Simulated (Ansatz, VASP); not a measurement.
**One calculation of SiC, two programs**

File INCAR:

```
SYSTEM = SiC
ALGO = Normal ; EDIFF = 1E-7
ENCUT = 520 ; GGA = PE
ISIF = 2 ; ISMEAR = 0
LASPH = .TRUE. ; LCHARG = .FALSE.
LREAL = .FALSE. ; LWAVE = .FALSE.
NBANDS = 11 ; NELM = 60
PREC = Accurate ; SIGMA = 0.05
```

KPOINTS

```
k-points
0
G
  12 12 12
  0 0 0
```

Contents of POSCAR:

```
SiC
1.0
    0.0000000000      2.1740000000      2.1740000000
    2.1740000000      0.0000000000      2.1740000000
    2.1740000000      2.1740000000      0.0000000000
Si C
1 1
Direct
    0.0517479301      0.0517479301     -0.1981131792
    0.7500000000      0.7500000000      0.7500000000
```

Input for Ansatz:

```yaml
crystal:
  lattice:
    - [0.0, 2.174, 2.174]
    - [2.174, 0.0, 2.174]
    - [2.174, 2.174, 0.0]
  atoms:
    - { symbol: Si, position: [0.0517479301, 0.0517479301, -0.1981131792] }
    - { symbol: C, position: [0.75, 0.75, 0.75] }
basis:
  ecutwfc: 420
kpoints:
  mp_grid: { grid: [12, 12, 12] }
hamiltonian:
  xc: pbe
scf:
  occupations: { method: gaussian, width: 0.05 }
output:
  forces: true
  stress: true
  eigenvalues: true
```

Alike in both runs: task single point; functional PBE; k mesh 12 × 12 × 12; occupations gaussian, width 0.05 eV; no spin polarisation.

|  | VASP | Ansatz |
| --- | --- | --- |
| version | VASP 6.6.1 | Ansatz 0.2.0 |
| potentials or method | VASP PAW PBE potentials, release 64 (Si, C), cutoff 520 eV | scalar-relativistic, plane waves, PAW |
| valence electrons in the cell | 8 | 8 |

|  | VASP | Ansatz | Ansatz less VASP |
| --- | --- | --- | --- |
| gap on the k mesh at the Fermi level (eV) | none | none | - |
| pressure (GPa) | 18.1 | 18.2 | +0.13 |
| traceless stress, the component that is largest in VASP (GPa) | 8.09 | 8.08 | -0.012 |
| rms of the force components (eV/Å) | 2.123 | 2.123 | 0.0000 |

Atom by atom the forces differ by 0.001 eV/Å (rms over components). A gap of «none» marks a metal or a gap that the smearing closes.
